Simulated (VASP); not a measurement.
# MoSe (F-43m) in VASP: notebook

The runs below take MoSe through single point, relaxation of cell and atoms, with PBE+U.

All numbers are computed with VASP 6.6.1; they aren't measurements. Logs are shortened: lines on timing, memory, paths and dates and some standing lists are left out, and cuts for length are marked.

### 1 The cell of the first run

The structure is cubic, space group F-43m (No. 216). Conventional cell: a = 6.240 Å, b = 6.240 Å, c = 6.240 Å, α = 90.00°, β = 90.00°, γ = 90.00°. Within 3.6 Å of Mo (site symmetry -43m) lie 4 Se at 2.70 Å. Within 3.6 Å of Se (site symmetry -43m) lie 4 Mo at 2.70 Å.

### 2 Single point, PBE+U, collinear spin

File INCAR:

```
  ALGO = Normal
  EDIFF = 1E-7
  ENCUT = 520
  GGA = PE
  ISIF = 2
  ISMEAR = 0
  ISPIN = 2
  LASPH = T
  LCHARG = F
  LDAU = T
  LDAUJ = 0 0
  LDAUL = 2 -1
  LDAUPRINT = 1
  LDAUTYPE = 2
  LDAUU = 4.38 0
  LMAXMIX = 4
  LORBIT = 11
  LREAL = F
  LWAVE = F
  MAGMOM = 2.22 0
  NBANDS = 21
  NELM = 150
  PREC = Accurate
  SIGMA = 0.1
```

File KPOINTS:

```
k-points
0
Gamma
  6 6 6
```

File POSCAR:

```
MoSe
1.0
    0.0000000000      3.1200700509      3.1200700509
    3.1200700509      0.0000000000      3.1200700509
    3.1200700509      3.1200700509      0.0000000000
Mo Se
1 1
Direct
    0.0000000000      0.0000000000      0.0000000000
    0.2500000000      0.2500000000      0.2500000000
```

Potentials or basis: VASP PAW PBE potentials, release 64 (Mo_sv, Se).

Run with:

```console
> cat potpaw_PBE.64/Mo_sv/POTCAR potpaw_PBE.64/Se/POTCAR > POTCAR
> mpirun -np 1 vasp_std > vasp.out
```

OUTCAR:

```text
EDIFF = 1E-7
   ENCUT = 520
   GGA = PE
   ISIF = 2
   ISMEAR = 0
   ISPIN = 2
   LASPH = T
   LORBIT = 11
   LREAL = F
   NELM = 150
   PREC = Accurate

 ion  position               nearest neighbor table
   1  0.000  0.000  0.000-   2 2.70   2 2.70   2 2.70   2 2.70
   2  0.250  0.250  0.250-   1 2.70   1 2.70   1 2.70   1 2.70

  LATTYP: Found a face centered cubic cell.
 ALAT       =     6.2401401018

  Lattice vectors:

 A1 = (   0.0000000000,   3.1200700509,   3.1200700509)
 A2 = (   3.1200700509,   0.0000000000,   3.1200700509)
 A3 = (   3.1200700509,   3.1200700509,   0.0000000000)

Analysis of symmetry for initial positions (statically):
=====================================================================
 Subroutine PRICEL returns:
 Original cell was already a primitive cell.

 Routine SETGRP: Setting up the symmetry group for a
 face centered cubic supercell.

 Subroutine GETGRP returns: Found 24 space group operations
 (whereof 24 operations were pure point group operations)
 out of a pool of 48 trial point group operations.

The static configuration has the point symmetry T_d .

Analysis of symmetry for dynamics (positions and initial velocities):
=====================================================================
 Subroutine PRICEL returns:
 Original cell was already a primitive cell.

 Routine SETGRP: Setting up the symmetry group for a
 face centered cubic supercell.

 Subroutine GETGRP returns: Found 24 space group operations
 (whereof 24 operations were pure point group operations)
 out of a pool of 48 trial point group operations.

The dynamic configuration has the point symmetry T_d .

Analysis of structural, dynamic, and magnetic symmetry:
=====================================================================
 Subroutine PRICEL returns:
 Original cell was already a primitive cell.

 Routine SETGRP: Setting up the symmetry group for a
 face centered cubic supercell.

 Subroutine GETGRP returns: Found 24 space group operations
 (whereof 24 operations were pure point group operations)
 out of a pool of 48 trial point group operations.

The overall configuration has the point symmetry T_d .

 Subroutine INISYM returns: Found 24 space group operations
 (whereof 24 operations are pure point group operations),
 and found     1 'primitive' translations

----------------------------------------------------------------------------------------

                                     Primitive cell

  volume of cell :      60.7467

  direct lattice vectors                    reciprocal lattice vectors
     0.000000000  3.120070051  3.120070051    -0.160252812  0.160252812  0.160252812
     3.120070051  0.000000000  3.120070051     0.160252812 -0.160252812  0.160252812
     3.120070051  3.120070051  0.000000000     0.160252812  0.160252812 -0.160252812

  length of vectors
     4.412445382  4.412445382  4.412445382     0.277566013  0.277566013  0.277566013

  position of ions in fractional coordinates (direct lattice)
     0.000000000  0.000000000  0.000000000
     0.250000000  0.250000000  0.250000000

  ion indices of the primitive-cell ions
   primitive index   ion index
                 1           1
                 2           2

----------------------------------------------------------------------------------------

 KPOINTS: k-points

Automatic generation of k-mesh.
 Grid dimensions read from file:
 generate k-points for:    6    6    6

[... 60 lines left out ...]
   ISIF   =      2    stress and relaxation
   ISYM   =      2    0-nonsym 1-usesym 2-fastsym
   POTIM  = 0.5000    time-step for ionic-motion
   TEBEG  =    0.0;   TEEND  =   0.0 temperature during run
   PSTRESS=    0.0 pullay stress
   NELECT =      20.0000    total number of electrons
   NUPDOWN=      -1.0000    fix difference up-down
   EMIN   =  10.00;   EMAX   =-10.00  energy-range for DOS
   EFERMI =   0.00;   METHOD = LEGACY
   ISMEAR =     0;   SIGMA  =   0.10  broadening in eV -4-tet -1-fermi 0-gaus
   EFERMI_NEDOS =   21; number of points for ismear=-14 and -15
   IALGO  =     38    algorithm
   IMIX   =      4    mixing-type and parameters
     AMIX     =   0.40;   BMIX     =  1.00
     AMIX_MAG =   1.60;   BMIX_MAG =  1.00
  volume/ion in A,a.u.               =      30.37       204.97
  Fermi-wavevector in a.u.,A,eV,Ry     =   1.130430  2.136204 17.386515  1.277873
  Thomas-Fermi vector in A             =   2.267127
   LORBIT       =     11    0 simple, 1 ext, 2 COOP (PROOUT), +10 PAW based schemes
 LDA+U is selected, type is set to LDAUTYPE =  2
   angular momentum for each species LDAUL =     2   -1
   U (eV)           for each species LDAUU =   4.4  0.0
   J (eV)           for each species LDAUJ =   0.0  0.0
   GGA     = PE    functional components
   LHFCALC =     F    Hartree Fock is set to
   AEXX    =    0.0000 exact exchange contribution
   IVDW    =     0    specifies the selected vdW correction
   LEPSILON=     F    determine dielectric tensor
   LRPA    =     F    only Hartree local field effects (RPA)
 spin polarized calculation
 Gauss-broadening in eV      SIGMA  =   0.10
  energy-cutoff  :      520.00
  volume of cell :       60.75
 maximum number of plane-waves:      1660
 NGX is ok and might be reduce to    36
   NGX = 17   NGY = 17   NGZ = 17

atom =   1  type =  1  l = 2

 onsite density matrix

spin component  1

  0.7002  0.0000  0.0000 -0.0000  0.0000
  0.0000  0.7002  0.0000  0.0000  0.0000
  0.0000  0.0000  0.8241 -0.0000  0.0000
 -0.0000  0.0000 -0.0000  0.7002  0.0000
  0.0000  0.0000  0.0000  0.0000  0.8241

spin component  2

  0.0572 -0.0000  0.0000 -0.0000 -0.0000
 -0.0000  0.0572 -0.0000 -0.0000  0.0000
  0.0000 -0.0000  0.0155  0.0000  0.0000
 -0.0000 -0.0000  0.0000  0.0572  0.0000
 -0.0000  0.0000  0.0000  0.0000  0.0155

 occupancies and eigenvectors

  o =  0.0155  v =  0.0000  0.0000  0.0000  0.0000  0.0000  0.0000 -0.0000  0.9958 -0.0000 -0.0920      0.0000  0.0000  0.0000  0.0000  0.0000  0.0000  0.0000  0.0000  0.0000  0.0000
  o =  0.0155  v =  0.0000  0.0000  0.0000  0.0000  0.0000  0.0000  0.0000  0.0920 -0.0000  0.9958      0.0000  0.0000  0.0000  0.0000  0.0000  0.0000  0.0000  0.0000  0.0000  0.0000
  o =  0.0572  v =  0.0000  0.0000  0.0000  0.0000  0.0000  1.0000  0.0000  0.0000  0.0000  0.0000      0.0000  0.0000  0.0000  0.0000  0.0000  0.0000  0.0000  0.0000  0.0000  0.0000
  o =  0.0572  v =  0.0000  0.0000  0.0000  0.0000  0.0000  0.0000  0.9872 -0.0000 -0.1592 -0.0000      0.0000  0.0000  0.0000  0.0000  0.0000  0.0000  0.0000  0.0000  0.0000  0.0000
  o =  0.0572  v =  0.0000  0.0000  0.0000  0.0000  0.0000  0.0000 -0.1592 -0.0000 -0.9872 -0.0000      0.0000  0.0000  0.0000  0.0000  0.0000  0.0000  0.0000  0.0000  0.0000  0.0000
  o =  0.7002  v =  1.0000  0.0000  0.0000  0.0000  0.0000  0.0000  0.0000  0.0000  0.0000  0.0000      0.0000  0.0000  0.0000  0.0000  0.0000  0.0000  0.0000  0.0000  0.0000  0.0000
  o =  0.7002  v =  0.0000 -0.9571 -0.0000 -0.2896  0.0000  0.0000  0.0000  0.0000  0.0000  0.0000      0.0000  0.0000  0.0000  0.0000  0.0000  0.0000  0.0000  0.0000  0.0000  0.0000
  o =  0.7002  v =  0.0000  0.2896  0.0000 -0.9571  0.0000  0.0000  0.0000  0.0000  0.0000  0.0000      0.0000  0.0000  0.0000  0.0000  0.0000  0.0000  0.0000  0.0000  0.0000  0.0000
  o =  0.8241  v =  0.0000  0.0000 -0.0691  0.0000  0.9976  0.0000  0.0000  0.0000  0.0000  0.0000      0.0000  0.0000  0.0000  0.0000  0.0000  0.0000  0.0000  0.0000  0.0000  0.0000
  o =  0.8241  v =  0.0000  0.0000 -0.9976 -0.0000 -0.0691  0.0000  0.0000  0.0000  0.0000  0.0000      0.0000  0.0000  0.0000  0.0000  0.0000  0.0000  0.0000  0.0000  0.0000  0.0000

 number of electron      20.0000000 magnetization       4.0000156

 Free energy of the ion-electron system (eV)
  ---------------------------------------------------
  ext. energy  EPLUGINS =         0.00000000
  ---------------------------------------------------
  free energy    TOTEN  =        -9.89766708 eV

  energy without entropy =       -9.89368947  energy(sigma->0) =       -9.89567828

 E-fermi :   3.8861     XC(G=0):  -8.7497

 val. band max:        3.8076529708   @ k =   0.5000   0.1667   0.0000
 cond. band min:       3.9062581802   @ k =   0.0000   0.0000   0.0000
 fundamental gap:      0.0986052094
 Fermi energy:         3.8861145385

 spin component 1

 k-point     1 :       0.0000    0.0000    0.0000
  band No.  band energies     occupation
      1     -57.8240      1.00000
      2     -32.0587      1.00000
      3     -32.0587      1.00000
      4     -32.0587      1.00000
      5      -9.5927      1.00000
      6      -0.6393      1.00000
[... 373 lines left out ...]
     20      15.3103      0.00000
     21      16.3880      0.00000
 Fermi energy:         3.8861145385

 spin component 2

 k-point     1 :       0.0000    0.0000    0.0000
  band No.  band energies     occupation
      1     -55.5192      1.00000
      2     -29.4878      1.00000
      3     -29.4878      1.00000
      4     -29.4878      1.00000
      5      -9.7033      1.00000
      6       0.8060      1.00000
[... 373 lines left out ...]
     20      16.1825      0.00000
     21      16.9297      0.00000

------------------------ aborting loop because EDIFF is reached ----------------------------------------

  FORCE on cell =-STRESS in cart. coord.  units (eV):
  Direction    XX          YY          ZZ          XY          YZ          ZX
  --------------------------------------------------------------------------------------
  -------------------------------------------------------------------------------------
  Total       -0.2851951     -0.2851951     -0.2851951      0.0000000      0.0000000      0.0000000
  in kB       -7.5219354     -7.5219354     -7.5219354      0.0000000      0.0000000      0.0000000
  external PRESSURE =      -7.5219354 kB  Pullay stress =       0.0000000 kB

 VOLUME and BASIS-vectors are now :
 -----------------------------------------------------------------------------
  energy-cutoff  :      520.00
  volume of cell :       60.75
      direct lattice vectors                 reciprocal lattice vectors
     0.000000000  3.120070051  3.120070051    -0.160252812  0.160252812  0.160252812
     3.120070051  0.000000000  3.120070051     0.160252812 -0.160252812  0.160252812
     3.120070051  3.120070051  0.000000000     0.160252812  0.160252812 -0.160252812

 POSITION                                       TOTAL-FORCE (eV/Angst)
 -----------------------------------------------------------------------------------
      0.00000      0.00000      0.00000         0.000000     -0.000000     -0.000000
      1.56004      1.56004      1.56004        -0.000000      0.000000      0.000000
 -----------------------------------------------------------------------------------
    total drift:                                0.000000      0.000000      0.000000

  FREE ENERGIE OF THE ION-ELECTRON SYSTEM (eV)
  ---------------------------------------------------
  free  energy   TOTEN  =        -9.8976670831 eV

  energy  without entropy=       -9.8936894729  energy(sigma->0) =       -9.89567828

 total charge

# of ion       s       p       d       tot
------------------------------------------
    1        2.213   6.058   3.915  12.185
    2        1.445   2.372   0.035   3.852
--------------------------------------------------
tot          3.658   8.430   3.950  16.037

 magnetization (x)

# of ion       s       p       d       tot
------------------------------------------
    1        0.064   0.038   3.518   3.621
    2       -0.000  -0.236   0.031  -0.205
--------------------------------------------------
tot          0.064  -0.198   3.549   3.415
```

It took 28 s on 1 thread of Intel Xeon 6975P-C (Granite Rapids), shared host; peak memory 0.25 GiB.

Results:

```yaml
Free_energy: -9.8977 eV
Pressure: -0.8 GPa
Band_gap_on_the_k_mesh: zero (filled and empty bands overlap)
Net_moment: 4.00 μB per cell
Site_moments: Mo +3.62; Se -0.20 μB
Valence_electrons_inside_the_program's_atomic_spheres: Mo 12.19; Se 3.85
```

Levels at points of the mesh, in eV from the Fermi level:
Spin up:
| k point | band 9 | band 10 | band 11 | band 12 | band 13 | band 14 | band 15 | band 16 |
| --- | --- | --- | --- | --- | --- | --- | --- | --- |
| (0.00, 0.00, 0.00) | -2.60 | -2.60 | 0.02 | 1.75 | 1.75 | 1.75 | 5.96 | 5.96 |
| (0.50, 0.00, 0.00) | -2.34 | -2.34 | -1.72 | 0.44 | 0.44 | 2.46 | 6.02 | 6.71 |
| (0.50, 0.50, 0.00) | -2.28 | -2.24 | -1.88 | -0.92 | -0.92 | 3.41 | 4.97 | 7.70 |
Spin down:
```tsv
k point	band 5	band 6	band 7	band 8	band 9	band 10	band 11	band 12
(0.00, 0.00, 0.00)	-13.59	-3.08	-3.08	-3.08	1.17	2.83	2.83	5.11
(0.50, 0.00, 0.00)	-13.26	-4.34	-2.98	-2.98	2.48	2.99	2.99	3.73
(0.50, 0.50, 0.00)	-13.15	-4.40	-2.99	-2.99	1.09	2.33	3.42	3.42
```

Eigenvalues of the final occupation matrices:
```csv
site,spin,trace,eigenvalues
site 1 d,1,3.75,0.70 0.70 0.70 0.82 0.82
site 1 d,2,0.20,0.02 0.02 0.06 0.06 0.06
```

### 3 Relaxation of cell and atoms, PBE+U, collinear spin

This run uses another cell than the first one, of 19.88 Å³/atom.

File INCAR:

```
SYSTEM = MoSe
PREC = Accurate
ENCUT = 600
EDIFF = 1E-7
ISMEAR = 0
SIGMA = 0.1
LREAL = .False.
LASPH = .True.
NELM = 150
ALGO = Normal
ISIF = 3
LWAVE = .False.
LCHARG = .False.
ISPIN = 2
MAGMOM = 2.22 0
LORBIT = 11
LMAXMIX = 4
LDAU = .True.
LDAUTYPE = 2
LDAUL = 2 -1
LDAUU = 4.38 0
LDAUJ = 0 0
LDAUPRINT = 1
GGA = PE
IBRION = 2
NSW = 100
EDIFFG = -0.05
```

File KPOINTS:

```
regular mesh
0
Gamma
  6 6 6
  0 0 0
```

File POSCAR:

```
MoSe
1.0
    0.0000000000      2.7087542727      2.7087542727
    2.7087542727      0.0000000000      2.7087542727
    2.7087542727      2.7087542727      0.0000000000
Mo Se
1 1
Direct
    0.0000000000      0.0000000000      0.0000000000
    0.2500000000      0.2500000000      0.2500000000
```

Potentials or basis: VASP PAW PBE potentials, release 64 (Mo_sv, Se).

Run with:

```console
> cat potpaw_PBE.64/Mo_sv/POTCAR potpaw_PBE.64/Se/POTCAR > POTCAR
> mpirun -np 1 vasp_std > vasp.out
```

Wall time 82 s (1 thread of Intel Xeon 6975P-C (Granite Rapids), shared host); peak memory 0.21 GiB.

It converged, with:

```yaml
Free_energy: -9.8941 eV
Relaxed_volume: 29.96 Å³/atom
Relaxed_cell: a = 4.393 Å, b = 4.393 Å, c = 4.393 Å, α = 60.00°, β = 60.00°, γ = 60.00°
Space_group_after_relaxing_to_0.1_Å: F-43m (No. 216)
Energy_gained_by_relaxing: 759.3 meV/atom
Ionic_steps: 3
Pressure_after_relaxing: -0.1 GPa
Band_gap_on_the_k_mesh: zero (filled and empty bands overlap)
Net_moment: -4.00 μB per cell
Site_moments: Mo -3.61; Se +0.20 μB
Valence_electrons_inside_the_program's_atomic_spheres: Mo 12.20; Se 3.86
```

The path:
```
step  energy change (eV)  largest force (eV/Å)  pressure (GPa)  volume (Å³)
   1              0.0000                0.0000           27.17        39.75
   2             -1.5008                0.0000           -2.04        62.47
   3             -1.5186                0.0000           -0.13        59.93
```

Final structure:
```
Mo Se
1.0
     0.00000    3.10599    3.10599
     3.10599    0.00000    3.10599
     3.10599    3.10599    0.00000
Mo Se
1 1
Direct
  0.00000 0.00000 0.00000
  0.25000 0.25000 0.25000
```

Levels at points of the mesh, in eV from the Fermi level:
Spin up:
| k point | band 4 | band 5 | band 6 | band 7 | band 8 | band 9 | band 10 | band 11 | band 12 | band 13 |
| --- | --- | --- | --- | --- | --- | --- | --- | --- | --- | --- |
| (0.00, 0.00, 0.00) | -33.41 | -13.66 | -3.14 | -3.14 | -3.14 | 1.16 | 2.78 | 2.78 | 5.12 | 5.12 |
| (0.50, 0.00, 0.00) | -33.41 | -13.31 | -4.41 | -3.04 | -3.04 | 2.44 | 2.94 | 2.94 | 3.74 | 3.83 |
| (0.50, 0.50, 0.00) | -33.41 | -13.20 | -4.47 | -3.04 | -3.04 | 1.03 | 2.29 | 3.38 | 3.38 | 3.64 |
Spin down:
```csv
k point,band 9,band 10,band 11,band 12,band 13,band 14,band 15
"(0.00, 0.00, 0.00)",-2.64,-2.64,0.01,1.78,1.78,1.78,5.96
"(0.50, 0.00, 0.00)",-2.37,-2.37,-1.75,0.44,0.44,2.46,6.05
"(0.50, 0.50, 0.00)",-2.30,-2.29,-1.90,-0.94,-0.94,3.42,5.00
```

Eigenvalues of the final occupation matrices:
```tsv
site	spin	trace	eigenvalues
site 1 d	1	0.21	0.02 0.02 0.06 0.06 0.06
site 1 d	2	3.75	0.70 0.70 0.70 0.82 0.82
```

Caveat: the volume moved by over 15 % at a fixed basis, so the end points are rough.

The gap in the log of VASP goes by the Fermi energy; the results here count the filled bands.